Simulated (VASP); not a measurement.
C:

```
C
1.0
    -2.28189    2.28189    1.36457
     2.28189   -2.28189    1.36457
     2.28189    2.28189   -1.36457
C
6
Direct
  0.50000 0.50000 0.00000
  0.25000 0.75000 0.50000
  0.82518 0.62500 0.70018
  0.92482 0.12500 0.29982
  0.37500 0.17482 0.29982
  0.87500 0.07518 0.70018
```

```yaml
Program: VASP 6.6.1
Task: relaxation of cell and atoms
Functional: PBE
Potentials_or_basis: VASP PAW PBE potentials, release 64 (C)
Cutoff: 600 eV
k_mesh: 8 × 8 × 8
Occupations: gaussian, width 0.1 eV
Spin: no spin polarisation
```

At the start: pressure 106.9 GPa; volume 4.74 Å³/atom.

Problem. How do energy, volume and symmetry change on relaxing?

Solution. Over 7 steps the energy falls by 467.5 meV/atom and the volume is 6.10 Å³/atom (+28.9 %); space group I4_122 (No. 98, to 0.05 Å).

The path:
```
step  energy change (eV)  largest force (eV/Å)  pressure (GPa)  volume (Å³)
   1              0.0000                2.2540          106.85        28.42
   2             -1.7760                1.8315          -42.36        43.42
   3             -2.6892                1.7070           -9.44        36.77
   4             -2.6900                1.7066           -7.98        36.58
   5             -2.4329                3.6293           21.14        36.15
   6             -2.8040                0.0002            1.32        36.42
   7             -2.8049                0.0001           -0.26        36.62
```

Final structure:
```
CELL_PARAMETERS angstrom
-2.52562 2.52562 1.43534
2.52562 -2.52562 1.43534
2.52562 2.52562 -1.43534
ATOMIC_POSITIONS crystal
C 0.50000 0.50000 0.00000
C 0.25000 0.75000 0.50000
C 0.80344 0.62500 0.67844
C 0.94656 0.12500 0.32156
C 0.37500 0.19656 0.32156
C 0.87500 0.05344 0.67844
```

Caveat: the volume moved by over 15 % at a fixed basis, so the end points are rough.
